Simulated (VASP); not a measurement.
# Si2N (I4/mmm) in VASP: single point with PBE

Aim: the single point of Si2N with PBE.

Program: VASP 6.6.1. These are calculated values, not measurements. Logs are shortened: lines on timing, memory, paths and dates and some standing lists are left out, and cuts for length are marked.

### Step 1. The cell of the first run

The structure is tetragonal, space group I4/mmm (No. 139). The conventional cell has a = 2.777 Å, b = 2.777 Å, c = 8.478 Å, α = 90.00°, β = 90.00°, γ = 90.00°. Within 3.1 Å of Si (site symmetry 4mm) lie 5 N at 2.31 to 3.03 Å and 9 Si at 2.42 to 2.78 Å. Within 3.1 Å of N (site symmetry 4/mmm) lie 10 Si at 2.31 to 3.03 Å and 4 N at 2.78 Å.

The cell was built from a structure type or drawn by symmetry, and may not be a known phase.

### Step 2. Single point, PBE

File INCAR:

```
PREC     = Accurate       # precision mode
ENCUT    = 520            # plane-wave cutoff, eV
EDIFF    = 1E-7           # SCF threshold, eV
ISMEAR   = 0              # smearing method
SIGMA    = 0.1            # smearing width, eV
LREAL    = F              # projectors in reciprocal space
LASPH    = T              # aspherical terms in the spheres
NELM     = 100            # most SCF steps
ALGO     = Fast           # electronic algorithm
ISIF     = 2              # what is computed and relaxed
LWAVE    = F              # write WAVECAR
LCHARG   = F              # write CHGCAR
GGA      = PE             # functional
NBANDS   = 14             # bands
```

File KPOINTS:

```
regular mesh
0
Gamma
  24 24 24
```

File POSCAR:

```
Si2N
1.0
   -1.3885885050      1.3885885050      4.2389684608
    1.3885885050     -1.3885885050      4.2389684608
    1.3885885050      1.3885885050     -4.2389684608
Si N
2 1
Direct
    0.6429360352      0.6429360352      0.0000000000
    0.3570639648      0.3570639648      0.0000000000
    0.0000000000      0.0000000000      0.0000000000
```

Potentials or basis: VASP PAW PBE potentials, release 64 (Si, N).

The run is started by

```sh
> cat potpaw_PBE.64/Si/POTCAR potpaw_PBE.64/N/POTCAR > POTCAR
> mpirun -np 1 vasp_std > vasp.out
```

OUTCAR:

```text
PREC = Accurate
   ENCUT = 520
   EDIFF = 1E-7
   ISMEAR = 0
   LREAL = F
   LASPH = T
   NELM = 100
   ISIF = 2
   GGA = PE

 ion  position               nearest neighbor table
   1  0.643  0.643  0.000-   3 2.31   3 2.31   3 2.31   3 2.31   2 2.42   2 2.67   2 2.67   2 2.67
                             2 2.67
   2  0.357  0.357  0.000-   3 2.31   3 2.31   3 2.31   3 2.31   1 2.42   1 2.67   1 2.67   1 2.67
                             1 2.67
   3  0.000  0.000  0.000-   1 2.31   1 2.31   1 2.31   2 2.31   1 2.31   2 2.31   2 2.31   2 2.31

  LATTYP: Found a body centered tetragonal cell.
 ALAT       =     2.7771770100
 C/A-ratio  =     3.0527175225

  Lattice vectors:

 A1 = (  -1.3885885050,   1.3885885050,   4.2389684608)
 A2 = (   1.3885885050,  -1.3885885050,   4.2389684608)
 A3 = (   1.3885885050,   1.3885885050,  -4.2389684608)

Analysis of symmetry for initial positions (statically):
=====================================================================
 Subroutine PRICEL returns:
 Original cell was already a primitive cell.

 Routine SETGRP: Setting up the symmetry group for a
 body centered tetragonal supercell.

 Subroutine GETGRP returns: Found 16 space group operations
 (whereof 16 operations were pure point group operations)
 out of a pool of 16 trial point group operations.

The static configuration has the point symmetry D_4h.

Analysis of symmetry for dynamics (positions and initial velocities):
=====================================================================
 Subroutine PRICEL returns:
 Original cell was already a primitive cell.

 Routine SETGRP: Setting up the symmetry group for a
 body centered tetragonal supercell.

 Subroutine GETGRP returns: Found 16 space group operations
 (whereof 16 operations were pure point group operations)
 out of a pool of 16 trial point group operations.

The dynamic configuration has the point symmetry D_4h.

 Subroutine INISYM returns: Found 16 space group operations
 (whereof 16 operations are pure point group operations),
 and found     1 'primitive' translations

----------------------------------------------------------------------------------------

                                     Primitive cell

  volume of cell :      32.6939

  direct lattice vectors                    reciprocal lattice vectors
    -1.388588505  1.388588505  4.238968461     0.000000000  0.360077876  0.117953225
     1.388588505 -1.388588505  4.238968461     0.360077876  0.000000000  0.117953225
     1.388588505  1.388588505 -4.238968461     0.360077876  0.360077876  0.000000000

  length of vectors
     4.671745893  4.671745893  4.671745893     0.378905054  0.378905054  0.509227016

  position of ions in fractional coordinates (direct lattice)
     0.642936035  0.642936035  0.000000000
     0.357063965  0.357063965  0.000000000
     0.000000000  0.000000000  0.000000000

  ion indices of the primitive-cell ions
   primitive index   ion index
                 1           1
                 2           2
                 3           3

----------------------------------------------------------------------------------------

 KPOINTS: regular mesh

Automatic generation of k-mesh.
 Grid dimensions read from file:
 generate k-points for:   24   24   24

 Generating k-lattice:

  Cartesian coordinates                     Fractional coordinates (reciprocal lattice)
     0.000000000  0.015003245  0.004914718     0.041666667 -0.000000000  0.000000000
     0.015003245  0.000000000  0.004914718    -0.000000000  0.041666667  0.000000000
     0.015003245  0.015003245  0.000000000     0.000000000  0.000000000  0.041666667

  Length of vectors
     0.015787711  0.015787711  0.021217792

  Shift w.r.t. Gamma in fractional coordinates (k-lattice)
     0.000000000  0.000000000  0.000000000

 Subroutine IBZKPT returns following result:
 ===========================================

 Found   1063 irreducible k-points:

 Following reciprocal coordinates:
            Coordinates               Weight
  0.000000  0.000000  0.000000      1.000000
  0.041667  0.000000  0.000000      8.000000
  0.083333  0.000000  0.000000      8.000000
  0.125000 -0.000000  0.000000      8.000000
  0.166667 -0.000000  0.000000      8.000000
  0.208333 -0.000000  0.000000      8.000000
[... 16 lines left out ...]
  0.416667  0.041667  0.000000     16.000000
  0.458333  0.041667  0.000000     16.000000
 [... further k-points ...]
   k-points           NKPTS =   1063   k-points in BZ     NKDIM =   1063   number of bands    NBANDS=     14
   number of dos      NEDOS =    301   number of ions     NIONS =      3
   total plane-waves  NPLWV =  46656
   dimension x,y,z NGX =    36 NGY =   36 NGZ =   36
   dimension x,y,z NGXF=    72 NGYF=   72 NGZF=   72
   ions per type =               2   1
   NGX,Y,Z   is equivalent  to a cutoff of  12.81, 12.81, 12.81 a.u.
   NGXF,Y,Z  is equivalent  to a cutoff of  25.62, 25.62, 25.62 a.u.
 SYSTEM =  unknown system
   PREC   = accura    normal or accurate (medium, high low for compatibility)
   ISTART =      0    job   : 0-new  1-cont  2-samecut
   ICHARG =      2    charge: 1-file 2-atom 10-const
   ISPIN  =      1    spin polarized calculation?
   LNONCOLLINEAR =      F non collinear calculations
   LSORBIT =      F    spin-orbit coupling
   LASPH  =      T    aspherical Exc in radial PAW
   ENCUT  =  520.0 eV  38.22 Ry    6.18 a.u.   8.69  8.69  8.69*2*pi/ulx,y,z
   NELM   =    100;   NELMIN=  2; NELMDL= -5     # of ELM steps
   EDIFF  = 0.1E-06   stopping-criterion for ELM
   LREAL  =      F    real-space projection
   EDIFFG = 0.1E-05   stopping-criterion for IOM
   NSW    =      0    number of steps for IOM
   IBRION =     -1    ionic relax: 0-MD 1-quasi-New 2-CG
   NFREE  =      0    steps in history (QN), initial steepest desc. (CG)
   ISIF   =      2    stress and relaxation
   ISYM   =      2    0-nonsym 1-usesym 2-fastsym
   POTIM  = 0.5000    time-step for ionic-motion
   TEBEG  =    0.0;   TEEND  =   0.0 temperature during run
   PSTRESS=    0.0 pullay stress
   NELECT =      13.0000    total number of electrons
   NUPDOWN=      -1.0000    fix difference up-down
   EMIN   =  10.00;   EMAX   =-10.00  energy-range for DOS
   EFERMI =   0.00;   METHOD = LEGACY
   ISMEAR =     0;   SIGMA  =   0.10  broadening in eV -4-tet -1-fermi 0-gaus
   EFERMI_NEDOS =   21; number of points for ismear=-14 and -15
   IALGO  =     68    algorithm
   IMIX   =      4    mixing-type and parameters
     AMIX     =   0.40;   BMIX     =  1.00
     AMIX_MAG =   1.60;   BMIX_MAG =  1.00
  volume/ion in A,a.u.               =      10.90        73.54
  Fermi-wavevector in a.u.,A,eV,Ry     =   1.203835  2.274918 19.717807  1.449218
  Thomas-Fermi vector in A             =   2.339577
   LORBIT       =      0    0 simple, 1 ext, 2 COOP (PROOUT), +10 PAW based schemes
   GGA     = PE    functional components
   LHFCALC =     F    Hartree Fock is set to
   AEXX    =    0.0000 exact exchange contribution
   IVDW    =     0    specifies the selected vdW correction
   LEPSILON=     F    determine dielectric tensor
   LRPA    =     F    only Hartree local field effects (RPA)
 non-spin polarized calculation
 RMM-DIIS sequential band-by-band and
 Gauss-broadening in eV      SIGMA  =   0.10
  energy-cutoff  :      520.00
  volume of cell :       32.69
 maximum number of plane-waves:       908
   NGX = 17   NGY = 17   NGZ = 17

 number of electron      13.0000000 magnetization

 Free energy of the ion-electron system (eV)
  ---------------------------------------------------
  ext. energy  EPLUGINS =         0.00000000
  ---------------------------------------------------
  free energy    TOTEN  =       -16.38091007 eV

  energy without entropy =      -16.37654510  energy(sigma->0) =      -16.37872759

 E-fermi :  11.0282     XC(G=0): -11.8977

 val. band max:       11.0279300892   @ k =  -0.3750   0.2083  -0.0000
 cond. band min:      11.0292196947   @ k =  -0.4583  -0.4583   0.0833
 fundamental gap:      0.0012896055
 Fermi energy:        11.0282151262

 k-point     1 :       0.0000    0.0000    0.0000
  band No.  band energies     occupation
      1      -7.3633      2.00000
      2       0.6228      2.00000
      3       2.2205      2.00000
      4       8.0737      2.00000
      5       8.0737      2.00000
      6       9.3364      2.00000
      7      13.7003      0.00000
      8      14.6355      0.00000
      9      14.6355      0.00000
     10      16.3263      0.00000
     11      17.3238      0.00000
     12      20.3056      0.00000
     13      21.1168      0.00000
     14      21.1168      0.00000

 k-point     2 :       0.0417    0.0000    0.0000
  band No.  band energies     occupation
      1      -7.3348      2.00000
      2       0.6037      2.00000
      3       2.2951      2.00000
      4       7.6793      2.00000
      5       8.0894      2.00000
      6       9.6756      2.00000
      7      13.2739      0.00000
      8      14.5095      0.00000
      9      14.6687      0.00000
     10      16.8061      0.00000
     11      17.4005      0.00000
     12      20.3716      0.00000
     13      21.0482      0.00000
     14      21.1052      0.00000

 k-point     3 :       0.0833    0.0000    0.0000
  band No.  band energies     occupation
      1      -7.2494      2.00000
      2       0.5608      2.00000
      3       2.5016      2.00000
      4       6.9465      2.00000
      5       8.1360      2.00000
      6      10.2507      2.00000
      7      12.2988      0.00000
      8      14.4595      0.00000
      9      14.7676      0.00000
     10      17.3104      0.00000
     11      17.8239      0.00000
     12      20.6263      0.00000
     13      20.8500      0.00000
     14      21.1256      0.00000

 k-point     4 :       0.1250   -0.0000    0.0000
  band No.  band energies     occupation
      1      -7.1085      2.00000
      2       0.5204      2.00000
      3       2.8000      2.00000
      4       6.1525      2.00000
      5       8.2120      2.00000
      6      10.8071      1.99824
      7      11.1975      0.01663
      8      14.4758      0.00000
      9      14.9310      0.00000
     10      17.4295      0.00000
     11      18.3139      0.00000
     12      20.5423      0.00000
     13      21.2186      0.00000
     14      21.2796      0.00000

 k-point     5 :       0.1667   -0.0000    0.0000
  band No.  band energies     occupation
      1      -6.9139      2.00000
      2       0.5017      2.00000
      3       3.1307      2.00000
      4       5.3957      2.00000
      5       8.3146      2.00000
      6      10.0947      2.00000
      7      11.3175      0.00004
      8      14.5047      0.00000
      9      15.1562      0.00000
     10      17.3668      0.00000
     11      18.4886      0.00000
[... 276 lines left out ...]
 k-point    22 :       0.3750    0.0417    0.0000
  band No.  band energies     occupation
      1      -5.3006      2.00000
      2       0.1419      2.00000
      3       2.0712      2.00000
      4       5.0695      2.00000
      5       7.4502      2.00000
      6       8.8359      2.00000
      7      12.0262      0.00000
      8      13.8868      0.00000
      9      16.0971      0.00000
     10      16.7547      0.00000
     11      17.3996      0.00000
     12      18.8641      0.00000
     13      20.7695      0.00000
     14      22.8911      0.00000

 k-point    23 :       0.4167    0.0417    0.0000
  band No.  band energies     occupation
      1      -4.9813      2.00000
      2      -0.2053      2.00000
      3       2.2454      2.00000
      4       4.4956      2.00000
      5       7.9912      2.00000
      6       8.9544      2.00000
      7      11.4415      0.00000
      8      13.9767      0.00000
      9      16.3717      0.00000
     10      16.8240      0.00000
     11      17.0271      0.00000
     12      18.6934      0.00000
     13      20.9235      0.00000
     14      22.4197      0.00000

 k-point    24 :       0.4583    0.0417    0.0000
  band No.  band energies     occupation
      1      -4.7502      2.00000
      2      -0.4928      2.00000
      3       2.5939      2.00000
      4       3.9245      2.00000
      5       8.4839      2.00000
      6       9.0167      2.00000
      7      10.9226      1.86468
      8      14.0829      0.00000
      9      16.5900      0.00000
     10      16.6508      0.00000
     11      16.9632      0.00000
     12      18.6127      0.00000
     13      20.9288      0.00000
     14      22.3045      0.00000

 [... further k-points ...]

------------------------ aborting loop because EDIFF is reached ----------------------------------------

  FORCE on cell =-STRESS in cart. coord.  units (eV):
  Direction    XX          YY          ZZ          XY          YZ          ZX
  --------------------------------------------------------------------------------------
  -------------------------------------------------------------------------------------
  Total       -0.0002505     -0.0002505     -0.0185893      0.0000000      0.0000000      0.0000000
  in kB       -0.0122750     -0.0122750     -0.9109723      0.0000000      0.0000000      0.0000000
  external PRESSURE =      -0.3118408 kB  Pullay stress =       0.0000000 kB

 VOLUME and BASIS-vectors are now :
 -----------------------------------------------------------------------------
  energy-cutoff  :      520.00
  volume of cell :       32.69
      direct lattice vectors                 reciprocal lattice vectors
    -1.388588505  1.388588505  4.238968461     0.000000000  0.360077876  0.117953225
     1.388588505 -1.388588505  4.238968461     0.360077876  0.000000000  0.117953225
     1.388588505  1.388588505 -4.238968461     0.360077876  0.360077876  0.000000000

 POSITION                                       TOTAL-FORCE (eV/Angst)
 -----------------------------------------------------------------------------------
      0.00000      0.00000      5.45077        -0.000000     -0.000000     -0.005664
      0.00000      0.00000      3.02717         0.000000      0.000000      0.005664
      0.00000      0.00000      0.00000         0.000000      0.000000      0.000000
 -----------------------------------------------------------------------------------
    total drift:                               -0.000000     -0.000000      0.000000

  FREE ENERGIE OF THE ION-ELECTRON SYSTEM (eV)
  ---------------------------------------------------
  free  energy   TOTEN  =       -16.3809100723 eV

  energy  without entropy=      -16.3765451010  energy(sigma->0) =      -16.37872759
```

Wall time 10 min (1 thread of AMD EPYC 9R45 (Zen 5), shared host); peak memory 0.51 GiB.

Results:

| Property | Result |
| --- | --- |
| Free energy | -16.3809 eV |
| Pressure | 0.0 GPa |
| Largest force | 0.006 eV/Å |
| Band gap on the k mesh | zero (an odd number of electrons rules out a gap without spin polarisation) |

Forces in eV/Å, atoms in the order of the input:
```
Si   0.000  0.000 -0.006
Si   0.000  0.000  0.006
N    0.000  0.000  0.000
```
